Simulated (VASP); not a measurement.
# Te4W (F-43m) in VASP: notebook

Te4W is run at these levels: PBE; tasks: relaxation of cell and atoms.

Program: VASP 6.6.1. These are calculated values, not measurements. Logs are shortened: lines on timing, memory, paths and dates and some standing lists are left out, and cuts for length are marked.

## Step 1: The cell of the first run

The structure is cubic, space group F-43m (No. 216). Conventional cell: a = 8.469 Å, b = 8.469 Å, c = 8.469 Å, α = 90.00°, β = 90.00°, γ = 90.00°. Within 3.6 Å of Te (site symmetry 3m) lie 6 Te at 2.72 to 3.27 Å and 3 W at 3.49 Å. W (site symmetry -43m) has 12 Te at 3.49 Å within 4.6 Å.

The cell was generated, and may not be a known phase.

## Step 2: Relaxation of cell and atoms, PBE

INCAR reads:

```
  ALGO = Normal
  EDIFF = 1E-6
  EDIFFG = -0.04
  ENCUT = 600
  GGA = PE
  IBRION = 2
  ISIF = 3
  ISMEAR = 0
  LASPH = T
  LCHARG = F
  LREAL = F
  LWAVE = F
  NELM = 80
  NSW = 90
  PREC = Accurate
  SIGMA = 0.1
```

KPOINTS reads:

```
k-points
0
Gamma
  4 4 4
```

POSCAR reads:

```
Te4W
1.0
    0.0000000000      4.2344557500      4.2344557500
    4.2344557500      0.0000000000      4.2344557500
    4.2344557500      4.2344557500      0.0000000000
Te W
4 1
Direct
    0.6135173900      0.6135173900      0.6135173900
    0.6135173900      0.6135173900      0.1594478400
    0.6135173900      0.1594478400      0.6135173900
    0.1594478400      0.6135173900      0.6135173900
    0.2500000000      0.2500000000      0.2500000000
```

Potentials or basis: VASP PAW PBE potentials, release 64 (Te, W_sv).

Launch:

```console
$ cat potpaw_PBE.64/Te/POTCAR potpaw_PBE.64/W_sv/POTCAR > POTCAR
$ mpirun -np 1 vasp_std > vasp.out
```

OUTCAR:

```text
EDIFF = 1E-6
   EDIFFG = -0.04
   ENCUT = 600
   GGA = PE
   IBRION = 2
   ISIF = 3
   ISMEAR = 0
   LASPH = T
   LREAL = F
   NELM = 80
   NSW = 90
   PREC = Accurate

 ion  position               nearest neighbor table
   1  0.614  0.614  0.614-   2 2.72   3 2.72   4 2.72   4 3.27   3 3.27   2 3.27   5 3.49   5 3.49
                             5 3.49
   2  0.614  0.614  0.159-   1 2.72   3 2.72   4 2.72   3 3.27   4 3.27   1 3.27   5 3.49   5 3.49
                             5 3.49
   3  0.614  0.159  0.614-   1 2.72   2 2.72   4 2.72   4 3.27   2 3.27   1 3.27   5 3.49   5 3.49
                             5 3.49
   4  0.159  0.614  0.614-   1 2.72   2 2.72   3 2.72   3 3.27   2 3.27   1 3.27   5 3.49   5 3.49
                             5 3.49
   5  0.250  0.250  0.250-   3 3.49   4 3.49   2 3.49   4 3.49   2 3.49   3 3.49   1 3.49   1 3.49
                             1 3.49   2 3.49   3 3.49   4 3.49

  LATTYP: Found a face centered cubic cell.
 ALAT       =     8.4689115000

  Lattice vectors:

 A1 = (   0.0000000000,   4.2344557500,   4.2344557500)
 A2 = (   4.2344557500,   0.0000000000,   4.2344557500)
 A3 = (   4.2344557500,   4.2344557500,   0.0000000000)

Analysis of symmetry for initial positions (statically):
=====================================================================
 Subroutine PRICEL returns:
 Original cell was already a primitive cell.

 Routine SETGRP: Setting up the symmetry group for a
 face centered cubic supercell.

 Subroutine GETGRP returns: Found 24 space group operations
 (whereof 24 operations were pure point group operations)
 out of a pool of 48 trial point group operations.

The static configuration has the point symmetry T_d .

Analysis of symmetry for dynamics (positions and initial velocities):
=====================================================================
 Subroutine PRICEL returns:
 Original cell was already a primitive cell.

 Routine SETGRP: Setting up the symmetry group for a
 face centered cubic supercell.

 Subroutine GETGRP returns: Found 24 space group operations
 (whereof 24 operations were pure point group operations)
 out of a pool of 48 trial point group operations.

The dynamic configuration has the point symmetry T_d .

 Subroutine INISYM returns: Found 24 space group operations
 (whereof 24 operations are pure point group operations),
 and found     1 'primitive' translations

----------------------------------------------------------------------------------------

                                     Primitive cell

  volume of cell :     151.8528

  direct lattice vectors                    reciprocal lattice vectors
     0.000000000  4.234455750  4.234455750    -0.118078929  0.118078929  0.118078929
     4.234455750  0.000000000  4.234455750     0.118078929 -0.118078929  0.118078929
     4.234455750  4.234455750  0.000000000     0.118078929  0.118078929 -0.118078929

  length of vectors
     5.988424751  5.988424751  5.988424751     0.204518704  0.204518704  0.204518704

  position of ions in fractional coordinates (direct lattice)
     0.613517390  0.613517390  0.613517390
     0.613517390  0.613517390  0.159447840
     0.613517390  0.159447840  0.613517390
     0.159447840  0.613517390  0.613517390
     0.250000000  0.250000000  0.250000000

  ion indices of the primitive-cell ions
   primitive index   ion index
                 1           1
                 2           2
                 3           3
                 4           4
                 5           5

----------------------------------------------------------------------------------------

 KPOINTS: k-points

Automatic generation of k-mesh.
 Grid dimensions read from file:
 generate k-points for:    4    4    4

 Generating k-lattice:

  Cartesian coordinates                     Fractional coordinates (reciprocal lattice)
    -0.029519732  0.029519732  0.029519732     0.250000000  0.000000000  0.000000000
     0.029519732 -0.029519732  0.029519732     0.000000000  0.250000000  0.000000000
     0.029519732  0.029519732 -0.029519732     0.000000000  0.000000000  0.250000000

  Length of vectors
     0.051129676  0.051129676  0.051129676

  Shift w.r.t. Gamma in fractional coordinates (k-lattice)
     0.000000000  0.000000000  0.000000000

 Subroutine IBZKPT returns following result:
 ===========================================

 Found      8 irreducible k-points:

 Following reciprocal coordinates:
            Coordinates               Weight
  0.000000  0.000000  0.000000      1.000000
  0.250000  0.000000  0.000000      8.000000
  0.500000  0.000000  0.000000      4.000000
  0.250000  0.250000  0.000000      6.000000
  0.500000  0.250000  0.000000     24.000000
 -0.250000  0.250000  0.000000     12.000000
  0.500000  0.500000  0.000000      3.000000
 -0.250000  0.500000  0.250000      6.000000
   k-points           NKPTS =      8   k-points in BZ     NKDIM =      8   number of bands    NBANDS=     23
   number of dos      NEDOS =    301   number of ions     NIONS =      5
   total plane-waves  NPLWV = 110592
   dimension x,y,z NGX =    48 NGY =   48 NGZ =   48
   dimension x,y,z NGXF=    96 NGYF=   96 NGZF=   96
   ions per type =               4   1
   NGX,Y,Z   is equivalent  to a cutoff of  13.33, 13.33, 13.33 a.u.
   NGXF,Y,Z  is equivalent  to a cutoff of  26.65, 26.65, 26.65 a.u.
 SYSTEM =  unknown system
   PREC   = accura    normal or accurate (medium, high low for compatibility)
   ISTART =      0    job   : 0-new  1-cont  2-samecut
   ICHARG =      2    charge: 1-file 2-atom 10-const
   ISPIN  =      1    spin polarized calculation?
   LNONCOLLINEAR =      F non collinear calculations
   LSORBIT =      F    spin-orbit coupling
   LASPH  =      T    aspherical Exc in radial PAW
   ENCUT  =  600.0 eV  44.10 Ry    6.64 a.u.  11.96 11.96 11.96*2*pi/ulx,y,z
   NELM   =     80;   NELMIN=  2; NELMDL= -5     # of ELM steps
   EDIFF  = 0.1E-05   stopping-criterion for ELM
   LREAL  =      F    real-space projection
   EDIFFG = -.4E-01   stopping-criterion for IOM
   NSW    =     90    number of steps for IOM
   IBRION =      2    ionic relax: 0-MD 1-quasi-New 2-CG
   NFREE  =      1    steps in history (QN), initial steepest desc. (CG)
   ISIF   =      3    stress and relaxation
   ISYM   =      2    0-nonsym 1-usesym 2-fastsym
   POTIM  = 0.5000    time-step for ionic-motion
   TEBEG  =    0.0;   TEEND  =   0.0 temperature during run
   PSTRESS=    0.0 pullay stress
   NELECT =      38.0000    total number of electrons
   NUPDOWN=      -1.0000    fix difference up-down
   EMIN   =  10.00;   EMAX   =-10.00  energy-range for DOS
   EFERMI =   0.00;   METHOD = LEGACY
   ISMEAR =     0;   SIGMA  =   0.10  broadening in eV -4-tet -1-fermi 0-gaus
   EFERMI_NEDOS =   21; number of points for ismear=-14 and -15
   IALGO  =     38    algorithm
   IMIX   =      4    mixing-type and parameters
     AMIX     =   0.40;   BMIX     =  1.00
     AMIX_MAG =   1.60;   BMIX_MAG =  1.00
  volume/ion in A,a.u.               =      30.37       204.95
  Fermi-wavevector in a.u.,A,eV,Ry     =   1.031641  1.949518 14.480441  1.064282
  Thomas-Fermi vector in A             =   2.165799
   LORBIT       =      0    0 simple, 1 ext, 2 COOP (PROOUT), +10 PAW based schemes
   GGA     = PE    functional components
   LHFCALC =     F    Hartree Fock is set to
   AEXX    =    0.0000 exact exchange contribution
   IVDW    =     0    specifies the selected vdW correction
   LEPSILON=     F    determine dielectric tensor
   LRPA    =     F    only Hartree local field effects (RPA)
 conjugate gradient relaxation of ions
 non-spin polarized calculation
 Gauss-broadening in eV      SIGMA  =   0.10
  energy-cutoff  :      600.00
  volume of cell :      151.85
 maximum number of plane-waves:      5104
   NGX = 23   NGY = 23   NGZ = 23

--------------------------------------- Ionic step        1  -------------------------------------------

 number of electron      38.0000000 magnetization

 Free energy of the ion-electron system (eV)
  ---------------------------------------------------
  ext. energy  EPLUGINS =         0.00000000
  ---------------------------------------------------
  free energy    TOTEN  =       -15.22394888 eV

  energy without entropy =      -15.17554797  energy(sigma->0) =      -15.19974842

------------------------ aborting loop because EDIFF is reached ----------------------------------------

  FORCE on cell =-STRESS in cart. coord.  units (eV):
  Direction    XX          YY          ZZ          XY          YZ          ZX
  --------------------------------------------------------------------------------------
  -------------------------------------------------------------------------------------
  Total        9.6743175      9.6743175      9.6743175      0.0000000     -0.0000000      0.0000000
  in kB      102.0723531    102.0723531    102.0723531      0.0000000     -0.0000000      0.0000000
  external PRESSURE =     102.0723531 kB  Pullay stress =       0.0000000 kB
[... 141 lines left out ...]
  energy  without entropy=      -16.6976626526  energy(sigma->0) =      -16.72843012

--------------------------------------- Ionic step        5  -------------------------------------------

 number of electron      38.0000002 magnetization

 E-fermi :   5.6018     XC(G=0):  -8.9437

 val. band max:        5.5803172882   @ k =   0.5000   0.2500   0.0000
 cond. band min:       5.6551526466   @ k =   0.5000   0.0000   0.0000
 fundamental gap:      0.0748353584
 Fermi energy:         5.6017961626

 k-point     1 :       0.0000    0.0000    0.0000
  band No.  band energies     occupation
      1     -68.9047      2.00000
      2     -33.0384      2.00000
      3     -33.0384      2.00000
      4     -33.0384      2.00000
      5      -8.6497      2.00000
      6      -4.9427      2.00000
[... 311 lines left out ...]
  energy  without entropy=      -16.7818800637  energy(sigma->0) =      -16.81052863

--------------------------------------- Ionic step        8  -------------------------------------------

 number of electron      38.0000000 magnetization

 Free energy of the ion-electron system (eV)
  ---------------------------------------------------
  ext. energy  EPLUGINS =         0.00000000
  ---------------------------------------------------
  free energy    TOTEN  =       -16.84077820 eV

  energy without entropy =      -16.78273703  energy(sigma->0) =      -16.81175761

 E-fermi :   6.1356     XC(G=0):  -9.1520

 val. band max:        6.1084743929   @ k =   0.5000   0.2500   0.0000
 cond. band min:       6.1384913436   @ k =   0.2500   0.2500   0.0000
 fundamental gap:      0.0300169507
 Fermi energy:         6.1356190296

 k-point     1 :       0.0000    0.0000    0.0000
  band No.  band energies     occupation
      1     -68.3134      2.00000
      2     -32.4542      2.00000
      3     -32.4542      2.00000
      4     -32.4542      2.00000
      5      -8.4287      2.00000
      6      -4.4768      2.00000
[... 229 lines left out ...]
  FREE ENERGIE OF THE ION-ELECTRON SYSTEM (eV)
  ---------------------------------------------------
  free  energy   TOTEN  =       -16.8407781977 eV

  energy  without entropy=      -16.7827370263  energy(sigma->0) =      -16.81175761

 reached required accuracy - stopping structural energy minimisation
```

Run time: 17 min. Hardware: 1 thread of Intel Xeon 8259CL, shared host; peak memory 0.36 GiB.

What came out:

* Free energy: -16.8408 eV
* Relaxed volume: 33.00 Å³/atom
* Relaxed cell: a = 6.156 Å, b = 6.156 Å, c = 6.156 Å, α = 60.00°, β = 60.00°, γ = 60.00°
* Space group after relaxing (to 0.1 Å): F-43m (No. 216)
* Energy gained by relaxing: 323.4 meV/atom
* Ionic steps: 8
* Pressure after relaxing: 0.0 GPa
* Largest force after relaxing: 0.010 eV/Å
* Band gap on the k mesh: zero (bands 19 and 20 overlap by 0.77 eV)

Forces on the atoms (eV/Å):
```
Te  -0.006 -0.006 -0.006
Te   0.006  0.006 -0.006
Te   0.006 -0.006  0.006
Te  -0.006  0.006  0.006
W    0.000  0.000  0.000
```

The path:
```csv
step,energy change (eV),largest force (eV/Å),pressure (GPa),volume (Å³)
1,0.0000,4.8752,10.21,151.85
2,-0.8383,0.6004,-4.88,198.47
3,-1.5333,0.3868,-1.90,174.11
4,-1.5352,0.4453,-1.75,173.45
5,-1.5357,0.5099,-1.56,172.75
6,-1.6112,0.2034,-0.21,166.05
7,-1.6152,0.0936,0.24,164.19
8,-1.6168,0.0098,0.03,164.98
```

Final structure:
```
Te W
1.0
     0.00000    4.35309    4.35309
     4.35309    0.00000    4.35309
     4.35309    4.35309    0.00000
Te W
4 1
Direct
  0.62428 0.62428 0.62428
  0.62428 0.62428 0.12715
  0.62428 0.12715 0.62428
  0.12715 0.62428 0.62428
  0.25000 0.25000 0.25000
```

Caveat: spin-orbit coupling is left out, which moves the levels of the heavy elements.

## Step 3: Relaxation of cell and atoms, PBE

This run uses another cell than the first one, of 32.86 Å³/atom.

INCAR reads:

```
  PREC = Accurate
  ENCUT = 600
  EDIFF = 1E-6
  ISMEAR = 0
  SIGMA = 0.1
  LREAL = F
  LASPH = T
  NELM = 100
  ALGO = Normal
  ISIF = 3
  LWAVE = F
  LCHARG = F
  GGA = PE
  IBRION = 2
  NSW = 100
  EDIFFG = -0.01
```

KPOINTS reads:

```
Automatic mesh
0
Gamma
  8 8 8
```

POSCAR reads:

```
Te4W
1.0
    0.0000000000      4.3473491862      4.3473491862
    4.3473491862      0.0000000000      4.3473491862
    4.3473491862      4.3473491862      0.0000000000
Te W
4 1
Direct
    0.3758124554      0.8725626337      0.3758124554
    0.3758124554      0.3758124554      0.3758124554
    0.8725626337      0.3758124554      0.3758124554
    0.3758124554      0.3758124554      0.8725626337
    0.7500000000      0.7500000000      0.7500000000
```

Potentials or basis: VASP PAW PBE potentials, release 64 (Te, W_sv).

Launch:

```console
$ cat potpaw_PBE.64/Te/POTCAR potpaw_PBE.64/W_sv/POTCAR > POTCAR
$ mpirun -np 1 vasp_std > vasp.out
```

Run time: 10 min. Hardware: 1 thread of Intel Xeon 8259CL, shared host; peak memory 0.44 GiB.

The run converged. Its results:

```
Free energy                           : -16.9570 eV
Relaxed volume                        : 33.06 Å³/atom
Relaxed cell                          : a = 6.160 Å, b = 6.160 Å, c = 6.160 Å, α = 60.00°, β = 60.00°, γ = 60.00°
Space group after relaxing (to 0.1 Å) : F-43m (No. 216)
Energy gained by relaxing             : 0.2 meV/atom
Ionic steps                           : 4
Pressure after relaxing               : 0.0 GPa
Largest force after relaxing          : 0.003 eV/Å
Band gap on the k mesh                : zero (bands 19 and 20 overlap by 0.78 eV)
```

Forces on the atoms (eV/Å):
```
Te   0.002 -0.002  0.002
Te  -0.002 -0.002 -0.002
Te  -0.002  0.002  0.002
Te   0.002  0.002 -0.002
W    0.000  0.000  0.000
```

The path:
| step | energy change (eV) | largest force (eV/Å) | pressure (GPa) | volume (Å³) |
| --- | --- | --- | --- | --- |
| 1 | 0.0000 | 0.0510 | 0.28 | 164.32 |
| 2 | -0.0009 | 0.0015 | -0.11 | 165.71 |
| 3 | -0.0010 | 0.0146 | -0.02 | 165.33 |
| 4 | -0.0011 | 0.0030 | 0.00 | 165.28 |

Final structure:
```
CELL_PARAMETERS angstrom
0.00000 4.35574 4.35574
4.35574 0.00000 4.35574
4.35574 4.35574 0.00000
ATOMIC_POSITIONS crystal
Te 0.37565 0.87306 0.37565
Te 0.37565 0.37565 0.37565
Te 0.87306 0.37565 0.37565
Te 0.37565 0.37565 0.87306
W 0.75000 0.75000 0.75000
```

Levels at points of the mesh, in eV from the Fermi level:
```csv
k point,band 16,band 17,band 18,band 19,band 20,band 21,band 22,band 23
"(0.00, 0.00, 0.00)",0.13,0.13,0.13,0.70,0.70,1.68,1.68,1.68
"(0.50, 0.00, 0.00)",-2.20,-2.20,-0.47,0.01,0.01,0.06,0.59,0.59
"(0.50, 0.50, 0.00)",-2.27,-2.27,-1.80,-0.10,-0.06,-0.06,0.22,1.09
```

Caveat: spin-orbit coupling is left out, which moves the levels of the heavy elements.

The gap in the log of VASP goes by the Fermi energy; the results here count the filled bands.